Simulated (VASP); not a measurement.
Si5Mo, 6 atoms in the cell. The structure is cubic, space group F-43m (No. 216). The conventional cell has a = 6.976 Å, b = 6.976 Å, c = 6.976 Å, α = 90.00°, β = 90.00°, γ = 90.00°. Within 3.8 Å of Si (site symmetry -43m) lie 12 Si at 2.89 Å and 4 Mo at 3.02 Å. Within 3.3 Å of Si (site symmetry 3m) lie 9 Si at 2.47 to 2.89 Å and 3 Mo at 2.89 Å. Within 3.8 Å of Mo (site symmetry -43m) lie 16 Si at 2.89 to 3.02 Å. The cell was generated, and may not be a known phase.

```yaml
Program: VASP 6.6.1
Task: relaxation of cell and atoms
Functional: PBE
Potentials_or_basis: VASP PAW PBE potentials, release 64 (Si, Mo_sv)
Cutoff: 600 eV
k_mesh: 10 × 10 × 10
Occupations: gaussian, width 0.1 eV
Spin: no spin polarisation
Dipole_correction: no
Further_INCAR_settings: ALGO = Normal; EDIFF = 1e-06; IBRION = 2; EDIFFG = -0.01; NSW = 100; ISIF = 3
```

Potentials or basis: VASP PAW PBE potentials, release 64 (Si, Mo_sv).

Command:

```sh
$ cat potpaw_PBE.64/Si/POTCAR potpaw_PBE.64/Mo_sv/POTCAR > POTCAR
$ mpirun -np 1 vasp_std > vasp.out
```

Hardware: 1 thread of Intel Xeon 8259CL (shared host).

Question: How long does it take, and how much memory?

Answer: Wall time 5 min on 1 thread of Intel Xeon 8259CL (shared host), peak memory 0.31 GiB. Counts: scf iterations 27, k points 47, ion steps 3.
